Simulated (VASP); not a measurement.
# C in VASP: single point with PBE+D3(BJ)

Aim: the single point of C with PBE+D3(BJ).

All numbers are computed with VASP 6.6.1; they aren't measurements. Logs are shortened: lines on timing, memory, paths and dates and some standing lists are left out, and cuts for length are marked.

## Step 1: The cell of the first run

The cell holds a slab with vacuum, 4 atoms: a = 2.466 Å, b = 2.466 Å, c = 17.500 Å, α = 90.00°, β = 90.00°, γ = 120.00°.

## Step 2: Single point, PBE+D3(BJ)

File INCAR:

```
SYSTEM = C
ALGO     = Normal         ! electronic algorithm
DIPOL    = 0.5 0.5 0.360
EDIFF    = 1E-6           ! SCF threshold, eV
ENCUT    = 520            ! plane-wave cutoff, eV
GGA      = PE             ! functional
IDIPOL   = 3            
ISIF     = 2              ! what is computed and relaxed
ISMEAR   = 0              ! smearing method
IVDW     = 12             ! dispersion correction
LASPH    = .TRUE.         ! aspherical terms in the spheres
LCHARG   = .FALSE.        ! write CHGCAR
LDIPOL   = .TRUE.       
LREAL    = .FALSE.        ! projectors in reciprocal space
LWAVE    = .FALSE.        ! write WAVECAR
NBANDS   = 16             ! bands
NELM     = 80             ! most SCF steps
PREC     = Accurate       ! precision mode
SIGMA    = 0.1            ! smearing width, eV
```

File KPOINTS:

```
k-points
0
G
  15 15 1
  0 0 0
```

File POSCAR:

```
C
1.0
    2.4656524409      0.0000000000      0.0000000000
   -1.2328262205      2.1353176508      0.0000000000
    0.0000000000      0.0000000000     17.5000663883
C
4
Direct
    0.6666666667      0.3333333333      0.2571437784
    0.3333333333      0.6666666667      0.2571418816
    0.8333333333      0.6666666667      0.4634306070
    1.1666666667      0.3333333333      0.4634287102
```

Potentials or basis: VASP PAW PBE potentials, release 64 (C).

On the command line:

```sh
> cat potpaw_PBE.64/C/POTCAR > POTCAR
> mpirun -np 1 vasp_std > vasp.out
```

OUTCAR:

```text
SYSTEM = C
   EDIFF = 1E-6
   ENCUT = 520
   GGA = PE
   ISIF = 2
   ISMEAR = 0
   IVDW = 12
   LASPH = .TRUE.
   LREAL = .FALSE.
   NELM = 80
   PREC = Accurate
 IVDW          = 12

 ion  position               nearest neighbor table
   1  0.667  0.333  0.257-   2 1.42   2 1.42   2 1.42
   2  0.333  0.667  0.257-   1 1.42   1 1.42   1 1.42
   3  0.833  0.667  0.463-   4 1.42   4 1.42   4 1.42
   4  0.167  0.333  0.463-   3 1.42   3 1.42   3 1.42

  LATTYP: Found a hexagonal cell.
 ALAT       =     2.4656524409
 C/A-ratio  =     7.0975398227

  Lattice vectors:

 A1 = (   2.4656524409,   0.0000000000,   0.0000000000)
 A2 = (  -1.2328262205,   2.1353176508,   0.0000000000)
 A3 = (   0.0000000000,   0.0000000000,  17.5000663883)

Analysis of symmetry for initial positions (statically):
=====================================================================
 Subroutine PRICEL returns:
 Original cell was already a primitive cell.

 Routine SETGRP: Setting up the symmetry group for a
 hexagonal supercell.

 Subroutine GETGRP returns: Found  8 space group operations
 (whereof  4 operations were pure point group operations)
 out of a pool of 24 trial point group operations.

The static configuration has the point symmetry C_2v.
 The point group associated with its full space group is D_2h.

Analysis of symmetry for dynamics (positions and initial velocities):
=====================================================================
 Subroutine PRICEL returns:
 Original cell was already a primitive cell.

 Routine SETGRP: Setting up the symmetry group for a
 hexagonal supercell.

 Subroutine GETGRP returns: Found  8 space group operations
 (whereof  4 operations were pure point group operations)
 out of a pool of 24 trial point group operations.

The dynamic configuration has the point symmetry C_2v.
 The point group associated with its full space group is D_2h.

 Subroutine INISYM returns: Found  8 space group operations
 (whereof  4 operations are pure point group operations),
 and found     1 'primitive' translations

----------------------------------------------------------------------------------------

                                     Primitive cell

  volume of cell :      92.1370

  direct lattice vectors                    reciprocal lattice vectors
     2.465652441  0.000000000  0.000000000     0.405572166  0.234157199  0.000000000
    -1.232826221  2.135317651  0.000000000     0.000000000  0.468314398  0.000000000
     0.000000000  0.000000000 17.500066388     0.000000000  0.000000000  0.057142640

  length of vectors
     2.465652441  2.465652441 17.500066388     0.468314398  0.468314398  0.057142640

  position of ions in fractional coordinates (direct lattice)
     0.666666667  0.333333333  0.257143778
     0.333333333  0.666666667  0.257141882
     0.833333333  0.666666667  0.463430607
     0.166666667  0.333333333  0.463428710

  ion indices of the primitive-cell ions
   primitive index   ion index
                 1           1
                 2           2
                 3           3
                 4           4

----------------------------------------------------------------------------------------

 KPOINTS: k-points

Automatic generation of k-mesh.
 Grid dimensions read from file:
 generate k-points for:   15   15    1

 Generating k-lattice:

  Cartesian coordinates                     Fractional coordinates (reciprocal lattice)
     0.027038144  0.015610480  0.000000000     0.066666667  0.000000000  0.000000000
     0.000000000  0.031220960  0.000000000     0.000000000  0.066666667  0.000000000
     0.000000000  0.000000000  0.057142640     0.000000000  0.000000000  1.000000000

  Length of vectors
     0.031220960  0.031220960  0.057142640

  Shift w.r.t. Gamma in fractional coordinates (k-lattice)
     0.000000000  0.000000000  0.000000000

 Subroutine IBZKPT returns following result:
 ===========================================

 Found     64 irreducible k-points:

 Following reciprocal coordinates:
            Coordinates               Weight
  0.000000  0.000000  0.000000      1.000000
  0.066667  0.000000  0.000000      4.000000
  0.000000  0.066667  0.000000      2.000000
  0.133333 -0.000000  0.000000      4.000000
  0.000000  0.133333  0.000000      2.000000
  0.200000  0.000000  0.000000      4.000000
[... 16 lines left out ...]
 -0.266667  0.200000  0.000000      4.000000
  0.266667  0.066667  0.000000      4.000000
 [... further k-points ...]
   k-points           NKPTS =     64   k-points in BZ     NKDIM =     64   number of bands    NBANDS=     16
   number of dos      NEDOS =    301   number of ions     NIONS =      4
   total plane-waves  NPLWV =  45360
   dimension x,y,z NGX =    18 NGY =   18 NGZ =  140
   dimension x,y,z NGXF=    36 NGYF=   36 NGZF=  280
   ions per type =               4
   NGX,Y,Z   is equivalent  to a cutoff of  12.14, 12.14, 13.30 a.u.
   NGXF,Y,Z  is equivalent  to a cutoff of  24.27, 24.27, 26.60 a.u.
 SYSTEM =  C
   PREC   = accura    normal or accurate (medium, high low for compatibility)
   ISTART =      0    job   : 0-new  1-cont  2-samecut
   ICHARG =      2    charge: 1-file 2-atom 10-const
   ISPIN  =      1    spin polarized calculation?
   LNONCOLLINEAR =      F non collinear calculations
   LSORBIT =      F    spin-orbit coupling
   LASPH  =      T    aspherical Exc in radial PAW
   ENCUT  =  520.0 eV  38.22 Ry    6.18 a.u.   4.58  4.58 32.54*2*pi/ulx,y,z
   NELM   =     80;   NELMIN=  2; NELMDL= -5     # of ELM steps
   EDIFF  = 0.1E-05   stopping-criterion for ELM
   LREAL  =      F    real-space projection
   EDIFFG = 0.1E-04   stopping-criterion for IOM
   NSW    =      0    number of steps for IOM
   IBRION =     -1    ionic relax: 0-MD 1-quasi-New 2-CG
   NFREE  =      0    steps in history (QN), initial steepest desc. (CG)
   ISIF   =      2    stress and relaxation
   ISYM   =      2    0-nonsym 1-usesym 2-fastsym
   POTIM  = 0.5000    time-step for ionic-motion
   TEBEG  =    0.0;   TEEND  =   0.0 temperature during run
   PSTRESS=    0.0 pullay stress
   NELECT =      16.0000    total number of electrons
   NUPDOWN=      -1.0000    fix difference up-down
   EMIN   =  10.00;   EMAX   =-10.00  energy-range for DOS
   EFERMI =   0.00;   METHOD = LEGACY
   ISMEAR =     0;   SIGMA  =   0.10  broadening in eV -4-tet -1-fermi 0-gaus
   EFERMI_NEDOS =   21; number of points for ismear=-14 and -15
   IALGO  =     38    algorithm
   IMIX   =      4    mixing-type and parameters
     AMIX     =   0.40;   BMIX     =  1.00
     AMIX_MAG =   1.60;   BMIX_MAG =  1.00
  volume/ion in A,a.u.               =      23.03       155.44
  Fermi-wavevector in a.u.,A,eV,Ry     =   0.913349  1.725980 11.350070  0.834207
  Thomas-Fermi vector in A             =   2.037850
   LORBIT       =      0    0 simple, 1 ext, 2 COOP (PROOUT), +10 PAW based schemes
   GGA     = PE    functional components
   LHFCALC =     F    Hartree Fock is set to
   AEXX    =    0.0000 exact exchange contribution
   IVDW    =    12    specifies the selected vdW correction
   LEPSILON=     F    determine dielectric tensor
   LRPA    =     F    only Hartree local field effects (RPA)
 non-spin polarized calculation
 Gauss-broadening in eV      SIGMA  =   0.10
  energy-cutoff  :      520.00
  volume of cell :       92.14
 maximum number of plane-waves:      2516
   NGX =  9   NGY =  9   NGZ = 65

 dipolmoment           0.000000      0.000000      0.000187 electrons x Angstroem

 number of electron      15.9999997 magnetization

 dipolmoment           0.000000      0.000000     -0.000131 electrons x Angstroem

 Free energy of the ion-electron system (eV)
  ---------------------------------------------------
  ext. energy  EPLUGINS =         0.00000000
  ---------------------------------------------------
  free energy    TOTEN  =       -36.89034056 eV

  energy without entropy =      -36.88973070  energy(sigma->0) =      -36.89003563

 E-fermi :  -0.8258     XC(G=0):  -4.4783

 val. band max:       -0.8976462064   @ k =   0.3333   0.3333   0.0000
 cond. band min:      -0.7541105438   @ k =   0.3333   0.3333   0.0000
 fundamental gap:      0.1435356627
 Fermi energy:        -0.8257665397

 k-point     1 :       0.0000    0.0000    0.0000
  band No.  band energies     occupation
      1     -20.3840      2.00000
      2     -20.3008      2.00000
      3      -8.7655      2.00000
      4      -8.1022      2.00000
      5      -3.8648      2.00000
      6      -3.8626      2.00000
[... 8 lines left out ...]
     15       7.4880      0.00000
     16       7.4975      0.00000

 k-point     2 :       0.0667    0.0000    0.0000
  band No.  band energies     occupation
      1     -20.2787      2.00000
      2     -20.1960      2.00000
      3      -8.6387      2.00000
      4      -7.9783      2.00000
      5      -4.2891      2.00000
      6      -4.2810      2.00000
[... 8 lines left out ...]
     15       7.5564      0.00000
     16       7.9448      0.00000

 k-point     3 :       0.0000    0.0667    0.0000
  band No.  band energies     occupation
      1     -20.2787      2.00000
      2     -20.1960      2.00000
      3      -8.6388      2.00000
      4      -7.9783      2.00000
      5      -4.2880      2.00000
      6      -4.2824      2.00000
[... 8 lines left out ...]
     15       7.5482      0.00000
     16       7.9307      0.00000
[... 362 lines left out ...]
 k-point    23 :      -0.2667    0.2000    0.0000
  band No.  band energies     occupation
      1     -19.0243      2.00000
      2     -18.9486      2.00000
      3      -7.8497      2.00000
      4      -7.8248      2.00000
      5      -7.1436      2.00000
      6      -6.5249      2.00000
[... 8 lines left out ...]
     15       7.5498      0.00000
     16       7.7914      0.00000

 k-point    24 :       0.2667    0.0667    0.0000
  band No.  band energies     occupation
      1     -18.1999      2.00000
      2     -18.1286      2.00000
      3      -9.5685      2.00000
      4      -9.5388      2.00000
      5      -6.6698      2.00000
      6      -6.6610      2.00000
[... 8 lines left out ...]
     15       7.4881      0.00000
     16       8.2855      0.00000

 [... further k-points ...]

------------------------ aborting loop because EDIFF is reached ----------------------------------------

 vacuum level on the upper side and lower side of the slab       (xc-potential included)        -0.166        -0.164

 Edisp (eV)   -0.45605

 E8    (eV) :    -0.1354

  FORCE on cell =-STRESS in cart. coord.  units (eV):
  Direction    XX          YY          ZZ          XY          YZ          ZX
  --------------------------------------------------------------------------------------
  -------------------------------------------------------------------------------------
  Total       0.15299     0.12319    -0.16782    -0.00000     0.00000     0.00000
  in kB       2.66043     2.14220    -2.91830    -0.00000     0.00000     0.00000
  external pressure =        0.63 kB  Pullay stress =        0.00 kB

 VOLUME and BASIS-vectors are now :
 -----------------------------------------------------------------------------
  energy-cutoff  :      520.00
  volume of cell :       92.14
      direct lattice vectors                 reciprocal lattice vectors
     2.465652441  0.000000000  0.000000000     0.405572166  0.234157199  0.000000000
    -1.232826221  2.135317651  0.000000000     0.000000000  0.468314398  0.000000000
     0.000000000  0.000000000 17.500066388     0.000000000  0.000000000  0.057142640

 POSITION                                       TOTAL-FORCE (eV/Angst)
 -----------------------------------------------------------------------------------
      1.23283      0.71177      4.50003        -0.000000      0.001227      0.019668
     -0.00000      1.42355      4.50000         0.000000     -0.001227      0.019668
      1.23283      1.42355      8.11007         0.000000     -0.001227     -0.019668
      0.00000      0.71177      8.11003        -0.000000      0.001227     -0.019668
 -----------------------------------------------------------------------------------
    total drift:                               -0.000000      0.000005     -0.029675

  FREE ENERGIE OF THE ION-ELECTRON SYSTEM (eV)
  ---------------------------------------------------
  free  energy   TOTEN  =       -37.3463944285 eV

  energy  without entropy=      -37.3457845656  energy(sigma->0) =      -37.34608950

 vacuum level on the upper side and lower side of the slab         3.356         3.359
```

Run time: 94 s. Hardware: 1 thread of Intel Xeon Platinum 8259CL at 2.50GHz (Skylake/Cascade Lake), shared host; peak memory 0.24 GiB.

What came out:

| Item | Value |
| --- | --- |
| Free energy | -37.3464 eV |
| Largest force | 0.020 eV/Å |
| Band gap on the k mesh | 0.14 eV, direct |
| Dispersion energy per atom | -0.114 eV |

Forces on the atoms (eV/Å):
```
C    0.000  0.001  0.020
C    0.000 -0.001  0.020
C    0.000 -0.001 -0.020
C    0.000  0.001 -0.020
```

Levels at points of the mesh, in eV from the valence-band top:
```tsv
k point	band 5	band 6	band 7	band 8	band 9	band 10	band 11	band 12
(0.00, 0.00, 0.00)	-2.97	-2.96	-2.96	-2.96	3.42	3.91	4.78	6.37
```
